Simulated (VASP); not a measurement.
Write the native input for VASP 6.6.1 that does the following.

| Property | Result |
| --- | --- |
| Task | single point |
| Functional | PBE |
| Potentials or basis | VASP PAW PBE potentials, release 64 (P) |
| Cutoff | 520 eV |
| k mesh | 22 × 22 × 12 |
| Occupations | gaussian, width 0.1 eV |
| Spin | no spin polarisation |
| Dipole correction | no |
| Further INCAR settings | ALGO = Fast; EDIFF = 1e-07; NBANDS = 12 |

The structure of P lies in POSCAR:

```
P
1.0
    2.4472987853      0.0000000000      0.0000000000
    0.0000000000      2.4472987853      0.0000000000
    0.0000000000      0.0000000000      4.8797880181
P
2
Direct
    0.0000000000      0.0000000000      0.2500049827
    0.0000000000      0.0000000000      0.7499950173
```

This isn't the form of P at room conditions, which is orthorhombic.

The input as run:

INCAR

```
SYSTEM = P
PREC = Accurate ; ENCUT = 520
EDIFF = 1E-7 ; ISMEAR = 0
SIGMA = 0.1 ; LREAL = .False.
LASPH = .True. ; NELM = 100
ALGO = Fast ; ISIF = 2
LWAVE = .False. ; LCHARG = .True.
GGA = PE ; LELF = .True.
LVHAR = .True. ; NBANDS = 12
```

KPOINTS

```
Automatic mesh
0
Gamma
  22 22 12
  0 0 0
```

Potentials or basis: VASP PAW PBE potentials, release 64 (P).

Launch:

```sh
$ cat potpaw_PBE.64/P/POTCAR > POTCAR
$ mpirun -np 1 vasp_std > vasp.out
```

Results of the run:

| Item | Value |
| --- | --- |
| Pressure | -0.3 GPa |
| Band gap on the k mesh | zero (bands 5 and 6 overlap by 10.12 eV) |

Run time: 65 s on 1 thread of Oxide Virtual Turin-like Processor, with other jobs on the host, peak memory 0.21 GiB.
